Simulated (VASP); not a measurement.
# Mg3NO3 in VASP: a series of runs

Mg3NO3 is run at these levels: PBE; tasks: single point.

Everything below comes from runs of VASP 6.6.1. Logs are shortened: lines on timing, memory, paths and dates and some standing lists are left out, and cuts for length are marked.

## 1. The cell of the first run

The cell holds a slab with vacuum, 7 atoms: a = 3.009 Å, b = 3.009 Å, c = 19.780 Å, α = 90.00°, β = 90.00°, γ = 90.00°.

## 2. Single point, PBE, collinear spin, ferromagnetic start

INCAR

```
PREC = Accurate ; ENCUT = 520
EDIFF = 1E-6 ; ISMEAR = 0
SIGMA = 0.05 ; LREAL = False
LASPH = True ; NELM = 150
ALGO = Normal ; ISIF = 2
LWAVE = False ; LCHARG = False
ISPIN = 2 ; MAGMOM = 0 0 0 0 0 0 3
LORBIT = 11 ; LDIPOL = True
IDIPOL = 3 ; DIPOL = 0.5 0.5 0.335
GGA = PE ; NBANDS = 28
```

KPOINTS

```
regular mesh
0
Gamma
  9 9 1
```

POSCAR

```
Mg3NO3
1.0
    3.0085896333      0.0000000000      0.0000000000
    0.0000000000      3.0085896333      0.0000000000
    0.0000000000      0.0000000000     19.7799623295
Mg O N
3 3 1
Direct
    0.5000000000      0.5000000000      0.2022248543
    0.0000000000      0.0000000000      0.3100331114
    0.5000000000      0.5000000000      0.4161289115
    0.0000000000      0.0000000000      0.2022248543
    0.5000000000      0.5000000000      0.3095409233
    0.0000000000      0.0000000000      0.4186035439
    0.0000000000      0.2500000000      0.4850472897
```

Potentials or basis: VASP PAW PBE potentials, release 64 (Mg, O, N).

On the command line:

```bash
cat potpaw_PBE.64/Mg/POTCAR potpaw_PBE.64/O/POTCAR potpaw_PBE.64/N/POTCAR > POTCAR
mpirun -np 1 vasp_std > vasp.out
```

OUTCAR:

```text
PREC = Accurate
   ENCUT = 520
   EDIFF = 1E-6
   ISMEAR = 0
   LREAL = False
   LASPH = True
   NELM = 150
   ISIF = 2
   ISPIN = 2
   LORBIT = 11
   GGA = PE

 ion  position               nearest neighbor table
   1  0.500  0.500  0.202-   5 2.12   4 2.13   4 2.13   4 2.13   4 2.13   2 3.01   2 3.01   2 3.01
                             2 3.01
   2  0.000  0.000  0.310-   5 2.13   5 2.13   5 2.13   5 2.13   4 2.13   6 2.15   3 2.99   3 2.99
                             3 2.99   3 2.99   1 3.01   1 3.01   1 3.01   1 3.01
   3  0.500  0.500  0.416-   5 2.11   6 2.13   6 2.13   6 2.13   6 2.13   7 2.16   7 2.16   2 2.99
                             2 2.99   2 2.99   2 2.99
   4  0.000  0.000  0.202-   1 2.13   1 2.13   1 2.13   1 2.13   2 2.13
   5  0.500  0.500  0.310-   3 2.11   1 2.12   2 2.13   2 2.13   2 2.13   2 2.13
   6  0.000  0.000  0.419-   7 1.51   3 2.13   3 2.13   3 2.13   3 2.13   2 2.15
   7  0.000  0.250  0.485-   6 1.51   3 2.16   3 2.16

  LATTYP: Found a simple tetragonal cell.
 ALAT       =     3.0085896333
 C/A-ratio  =     6.5744966048

  Lattice vectors:

 A1 = (   3.0085896333,   0.0000000000,   0.0000000000)
 A2 = (   0.0000000000,   3.0085896333,   0.0000000000)
 A3 = (   0.0000000000,   0.0000000000,  19.7799623295)

Analysis of symmetry for initial positions (statically):
=====================================================================
 Subroutine PRICEL returns:
 Original cell was already a primitive cell.

 Routine SETGRP: Setting up the symmetry group for a
 simple tetragonal supercell.

 Subroutine GETGRP returns: Found  2 space group operations
 (whereof  2 operations were pure point group operations)
 out of a pool of 16 trial point group operations.

The static configuration has the point symmetry C_1h.

Analysis of symmetry for dynamics (positions and initial velocities):
=====================================================================
 Subroutine PRICEL returns:
 Original cell was already a primitive cell.

 Routine SETGRP: Setting up the symmetry group for a
 simple tetragonal supercell.

 Subroutine GETGRP returns: Found  2 space group operations
 (whereof  2 operations were pure point group operations)
 out of a pool of 16 trial point group operations.

The dynamic configuration has the point symmetry C_1h.

Analysis of structural, dynamic, and magnetic symmetry:
=====================================================================
 Subroutine PRICEL returns:
 Original cell was already a primitive cell.

 Routine SETGRP: Setting up the symmetry group for a
 simple tetragonal supercell.

 Subroutine GETGRP returns: Found  2 space group operations
 (whereof  2 operations were pure point group operations)
 out of a pool of 16 trial point group operations.

The overall configuration has the point symmetry C_1h.

 Subroutine INISYM returns: Found  2 space group operations
 (whereof  2 operations are pure point group operations),
 and found     1 'primitive' translations

----------------------------------------------------------------------------------------

                                     Primitive cell

  volume of cell :     179.0405

  direct lattice vectors                    reciprocal lattice vectors
     3.008589633  0.000000000  0.000000000     0.332381654  0.000000000  0.000000000
     0.000000000  3.008589633  0.000000000     0.000000000  0.332381654  0.000000000
     0.000000000  0.000000000 19.779962330     0.000000000  0.000000000  0.050556214

  length of vectors
     3.008589633  3.008589633 19.779962330     0.332381654  0.332381654  0.050556214

  position of ions in fractional coordinates (direct lattice)
     0.500000000  0.500000000  0.202224854
     0.000000000  0.000000000  0.310033111
     0.500000000  0.500000000  0.416128912
     0.000000000  0.000000000  0.202224854
     0.500000000  0.500000000  0.309540923
     0.000000000  0.000000000  0.418603544
     0.000000000  0.250000000  0.485047290

  ion indices of the primitive-cell ions
   primitive index   ion index
                 1           1
                 2           2
                 3           3
[... 64 lines left out ...]
   NGXF,Y,Z  is equivalent  to a cutoff of  26.52, 26.52, 25.21 a.u.
 SYSTEM =  unknown system
   PREC   = accura    normal or accurate (medium, high low for compatibility)
   ISTART =      0    job   : 0-new  1-cont  2-samecut
   ICHARG =      2    charge: 1-file 2-atom 10-const
   ISPIN  =      2    spin polarized calculation?
   LNONCOLLINEAR =      F non collinear calculations
   LSORBIT =      F    spin-orbit coupling
   LASPH  =      T    aspherical Exc in radial PAW
   ENCUT  =  520.0 eV  38.22 Ry    6.18 a.u.   5.59  5.59 36.78*2*pi/ulx,y,z
   NELM   =    150;   NELMIN=  2; NELMDL= -5     # of ELM steps
   EDIFF  = 0.1E-05   stopping-criterion for ELM
   LREAL  =      F    real-space projection
   EDIFFG = 0.1E-04   stopping-criterion for IOM
   NSW    =      0    number of steps for IOM
   IBRION =     -1    ionic relax: 0-MD 1-quasi-New 2-CG
   NFREE  =      0    steps in history (QN), initial steepest desc. (CG)
   ISIF   =      2    stress and relaxation
   ISYM   =      2    0-nonsym 1-usesym 2-fastsym
   POTIM  = 0.5000    time-step for ionic-motion
   TEBEG  =    0.0;   TEEND  =   0.0 temperature during run
   PSTRESS=    0.0 pullay stress
   NELECT =      29.0000    total number of electrons
   NUPDOWN=      -1.0000    fix difference up-down
   EMIN   =  10.00;   EMAX   =-10.00  energy-range for DOS
   EFERMI =   0.00;   METHOD = LEGACY
   ISMEAR =     0;   SIGMA  =   0.05  broadening in eV -4-tet -1-fermi 0-gaus
   EFERMI_NEDOS =   21; number of points for ismear=-14 and -15
   IALGO  =     38    algorithm
   IMIX   =      4    mixing-type and parameters
     AMIX     =   0.40;   BMIX     =  1.00
     AMIX_MAG =   1.60;   BMIX_MAG =  1.00
  volume/ion in A,a.u.               =      25.58       172.60
  Fermi-wavevector in a.u.,A,eV,Ry     =   0.892395  1.686382 10.835251  0.796369
  Thomas-Fermi vector in A             =   2.014338
   LORBIT       =     11    0 simple, 1 ext, 2 COOP (PROOUT), +10 PAW based schemes
   GGA     = PE    functional components
   LHFCALC =     F    Hartree Fock is set to
   AEXX    =    0.0000 exact exchange contribution
   IVDW    =     0    specifies the selected vdW correction
   LEPSILON=     F    determine dielectric tensor
   LRPA    =     F    only Hartree local field effects (RPA)
 spin polarized calculation
 Gauss-broadening in eV      SIGMA  =   0.05
  energy-cutoff  :      520.00
  volume of cell :      179.04
 maximum number of plane-waves:      4849
 NGX is ok and might be reduce to    24
   NGX = 11   NGY = 11   NGZ = 73

 dipolmoment           0.000000      0.000000     -0.000003 electrons x Angstroem

 number of electron      29.0000005 magnetization       1.0579748

 dipolmoment           0.000000      0.000000      0.225803 electrons x Angstroem

 Free energy of the ion-electron system (eV)
  ---------------------------------------------------
  ext. energy  EPLUGINS =         0.00000000
  ---------------------------------------------------
  free energy    TOTEN  =       -37.99346591 eV

  energy without entropy =      -37.99084835  energy(sigma->0) =      -37.99215713

 E-fermi :  -0.1487     XC(G=0):  -4.9002

 val. band max:       -0.1694283065   @ k =  -0.1111   0.3333   0.0000
 cond. band min:      -0.1433087265   @ k =   0.0000   0.1111   0.0000
 fundamental gap:      0.0261195800
 Fermi energy:        -0.1487166391

 spin component 1

 k-point     1 :       0.0000    0.0000    0.0000
  band No.  band energies     occupation
      1     -22.9821      1.00000
      2     -21.0079      1.00000
      3     -19.8285      1.00000
      4     -14.1013      1.00000
      5      -7.7820      1.00000
      6      -6.7130      1.00000
[... 685 lines left out ...]
     25       7.9995      0.00000
     26       8.2091      0.00000

 [... further k-points ...]

 spin component 2

 k-point     1 :       0.0000    0.0000    0.0000
  band No.  band energies     occupation
      1     -22.7197      1.00000
      2     -20.9972      1.00000
      3     -19.8269      1.00000
      4     -13.2077      1.00000
      5      -7.6391      1.00000
      6      -6.4062      1.00000
[... 685 lines left out ...]
     25       8.0202      0.00000
     26       8.2226      0.00000

 [... further k-points ...]

 [bands above 26 left out]

------------------------ aborting loop because EDIFF is reached ----------------------------------------

 vacuum level on the upper side and lower side of the slab       (xc-potential included)         2.181        -2.485

  FORCE on cell =-STRESS in cart. coord.  units (eV):
  Direction    XX          YY          ZZ          XY          YZ          ZX
  --------------------------------------------------------------------------------------
  -------------------------------------------------------------------------------------
  Total       -0.9292616      1.3289481      0.2422131      0.0000000     -0.3593006      0.0000000
  in kB       -8.3156689     11.8923375      2.1674884      0.0000000     -3.2152676      0.0000000
  external PRESSURE =       1.9147190 kB  Pullay stress =       0.0000000 kB

 VOLUME and BASIS-vectors are now :
 -----------------------------------------------------------------------------
  energy-cutoff  :      520.00
  volume of cell :      179.04
      direct lattice vectors                 reciprocal lattice vectors
     3.008589633  0.000000000  0.000000000     0.332381654  0.000000000  0.000000000
     0.000000000  3.008589633  0.000000000     0.000000000  0.332381654  0.000000000
     0.000000000  0.000000000 19.779962330     0.000000000  0.000000000  0.050556214

 POSITION                                       TOTAL-FORCE (eV/Angst)
 -----------------------------------------------------------------------------------
      1.50429      1.50429      4.00000         0.000000      0.001633     -0.050352
      0.00000      0.00000      6.13244         0.000000      0.075865     -0.710562
      1.50429      1.50429      8.23101         0.000000      0.280863      2.230965
      0.00000      0.00000      4.00000         0.000000      0.003118      0.035671
      1.50429      1.50429      6.12271         0.000000      0.091058      0.595919
      0.00000      0.00000      8.27996         0.000000     -0.481159     -2.187073
      0.00000      0.75215      9.59422         0.000000      0.028620      0.085431
 -----------------------------------------------------------------------------------
    total drift:                                0.000000      0.000212     -0.002178

  FREE ENERGIE OF THE ION-ELECTRON SYSTEM (eV)
  ---------------------------------------------------
  free  energy   TOTEN  =       -37.9934659094 eV

  energy  without entropy=      -37.9908483456  energy(sigma->0) =      -37.99215713

 vacuum level on the upper side and lower side of the slab         6.162         1.419

 total charge

# of ion       s       p       d       tot
------------------------------------------
    1        0.142   0.149   0.061   0.352
    2        0.146   0.168   0.073   0.387
    3        0.146   0.173   0.077   0.397
    4        1.545   3.490   0.000   5.035
    5        1.545   3.539   0.000   5.084
    6        1.556   3.505   0.000   5.061
    7        1.343   2.139   0.000   3.482
--------------------------------------------------
tot          6.424  13.163   0.211  19.798

 magnetization (x)

# of ion       s       p       d       tot
------------------------------------------
    1        0.000   0.000   0.000   0.000
    2        0.001   0.000   0.000   0.001
    3       -0.004   0.003   0.006   0.006
    4        0.000   0.000   0.000   0.000
    5        0.000   0.001   0.000   0.001
    6        0.001   0.084   0.000   0.085
    7        0.018   0.650   0.000   0.668
--------------------------------------------------
tot          0.016   0.738   0.007   0.761
```

Run time: 16 min. Hardware: 1 thread of Intel Xeon 8259CL, shared host; peak memory 0.46 GiB.

What came out:

```
Free energy                                           : -37.9935 eV
Largest force                                         : 2.249 eV/Å
Net moment                                            : 1.06 μB per cell
Site moments                                          : Mg +0.00, +0.01 (each value once); O +0.00, +0.09 (each value once); N +0.67 μB
Valence electrons inside the program's atomic spheres : Mg 0.35, 0.39, 0.40; O 5.04, 5.08, 5.06; N 3.48
```

Forces in eV/Å, atoms in the order of the input:
```
Mg   0.000  0.002 -0.050
Mg   0.000  0.076 -0.711
Mg   0.000  0.281  2.231
O    0.000  0.003  0.036
O    0.000  0.091  0.596
O    0.000 -0.481 -2.187
N    0.000  0.029  0.085
```

Levels at points of the mesh, in eV from the Fermi level:
Spin up:
```tsv
k point	band 12	band 13	band 14	band 15	band 16	band 17	band 18	band 19
(0.00, 0.00, 0.00)	-4.09	-4.09	-2.08	-0.32	-0.30	1.35	2.23	3.75
```
Spin down:
```tsv
k point	band 12	band 13	band 14	band 15	band 16	band 17
(0.00, 0.00, 0.00)	-4.09	-4.09	-0.37	-0.22	0.88	1.45
```

## 3. Single point, PBE, collinear spin, ferromagnetic start

INCAR

```
SYSTEM = Mg3NO3
PREC = Accurate
ENCUT = 520
EDIFF = 1E-6
ISMEAR = 0
SIGMA = 0.05
LREAL = .FALSE.
LASPH = .TRUE.
NELM = 150
ALGO = Normal
ISIF = 2
LWAVE = .FALSE.
LCHARG = .TRUE.
ISPIN = 2
MAGMOM = 0 0 0 0 0 0 3
LORBIT = 11
LDIPOL = .TRUE.
IDIPOL = 3
DIPOL = 0.5 0.5 0.342
GGA = PE
LELF = .TRUE.
LVHAR = .TRUE.
LVACPOTAV = .TRUE.
NBANDS = 28
```

KPOINTS

```
regular mesh
0
G
  9 9 1
  0 0 0
```

POSCAR, as its differences from that of step 2:

```diff
@@ -14,2 +14,2 @@
     0.0000000000      0.0000000000      0.4186035439
-    0.0000000000      0.2500000000      0.4850472897
+    0.2500000000      0.5000000000      0.5385937026
```

Potentials or basis: VASP PAW PBE potentials, release 64 (Mg, O, N).

On the command line:

```bash
cat potpaw_PBE.64/Mg/POTCAR potpaw_PBE.64/O/POTCAR potpaw_PBE.64/N/POTCAR > POTCAR
mpirun -np 1 vasp_std > vasp.out
```

It took 5.5 min on 1 thread of Intel Xeon Platinum 8488C (Sapphire Rapids), shared host; peak memory 0.44 GiB.

The run converged. Its results:

* Free energy: -37.8540 eV
* Largest force: 0.491 eV/Å
* Band gap on the k mesh: 0.90 eV (least direct gap 1.02 eV)
* Net moment: 3.00 μB per cell
* Site moments: Mg +0.00; O +0.00, +0.01, +0.12; N +1.89 μB
* Valence electrons inside the program's atomic spheres: Mg 0.35, 0.39, 0.36; O 5.03, 5.08, 5.02; N 3.30

Forces in eV/Å, atoms in the order of the input:
```
Mg   0.000  0.000  0.453
Mg   0.004  0.000 -0.023
Mg  -0.002  0.000  0.491
O    0.000  0.000 -0.430
O    0.004  0.000 -0.005
O   -0.062  0.000 -0.471
N    0.056  0.000 -0.015
```

Levels at points of the mesh, in eV from the valence-band top:
Spin up:
```
           k point  band 14  band 15  band 16  band 17  band 18  band 19
(0.00, 0.00, 0.00)    -0.35    -0.07    -0.06     3.26     5.08     5.61
```
Spin down:
```csv
k point,band 11,band 12,band 13,band 14,band 15,band 16
"(0.00, 0.00, 0.00)",-0.42,-0.01,0.00,1.52,3.29,3.56
```

## 4. Single point, PBE, collinear spin, ferromagnetic start

INCAR

```
ALGO = Normal
DIPOL = 0.5 0.5 0.336
EDIFF = 1E-7
ENCUT = 520
GGA = PE
IDIPOL = 3
ISIF = 2
ISMEAR = 0
ISPIN = 2
LASPH = True
LCHARG = False
LDIPOL = True
LORBIT = 11
LREAL = False
LWAVE = False
MAGMOM = 0 0 0 0 0 0 3
NBANDS = 28
NELM = 150
PREC = Accurate
SIGMA = 0.05
```

KPOINTS

```
k-points
0
Gamma
  9 9 1
```

POSCAR, as its differences from that of step 3:

```diff
@@ -14,2 +14,2 @@
     0.0000000000      0.0000000000      0.4186035439
-    0.2500000000      0.5000000000      0.5385937026
+    0.0000000000      0.1250000000      0.4933185524
```

On the command line:

```bash
cat potpaw_PBE.64/Mg/POTCAR potpaw_PBE.64/O/POTCAR potpaw_PBE.64/N/POTCAR > POTCAR
mpirun -np 1 vasp_std > vasp.out
```

Wall time 7.6 min (1 thread of Intel Xeon Platinum 8488C (Sapphire Rapids), shared host); peak memory 0.45 GiB.

The run converged. Its results:

```yaml
Free_energy: -37.9170 eV
Largest_force: 2.663 eV/Å
Net_moment: 1.06 μB per cell
Site_moments: Mg -0.00, +0.00 (each value once); O -0.00, +0.06 (each value once); N +0.71 μB
Valence_electrons_inside_the_program's_atomic_spheres: Mg 0.35, 0.39 (each value once); O 5.03, 5.08, 5.07; N 3.43
```

Forces on the atoms (eV/Å):
```
Mg   0.000  0.001 -0.119
Mg   0.000  0.045 -0.781
Mg   0.000 -0.034  2.632
O    0.000  0.002  0.094
O    0.000  0.058  0.675
O    0.000 -0.557 -2.605
N    0.000  0.486  0.103
```

Levels at points of the mesh, in eV from the Fermi level:
Spin up:
```
           k point  band 13  band 14  band 15  band 16  band 17  band 18
(0.00, 0.00, 0.00)    -4.10    -0.91    -0.34    -0.32     1.17     2.18
```
Spin down:
```
           k point  band 12  band 13  band 14  band 15  band 16  band 17
(0.00, 0.00, 0.00)    -4.10    -4.10    -0.33     0.59     1.33     1.34
```

## 5. The runs side by side

```tsv
cell	gap on the mesh (eV)	moment (μB)	largest force (eV/Å)
as given, atomic positions A	none	1.06	2.25
as given, atomic positions B	0.90	3.00	0.49
as given, atomic positions C	none	1.06	2.66
```

Alike in all rows: task single point; level PBE; potentials or basis VASP PAW PBE potentials, release 64 (Mg, O, N); spin collinear, ferromagnetic start; k mesh 9 × 9 × 1; cutoff (eV) 520; smearing gaussian 0.05 eV.

Total energies depend on the potentials used, so only differences within one code and one set of settings carry meaning.

The gap in the log of VASP goes by the Fermi energy; the results here count the filled bands.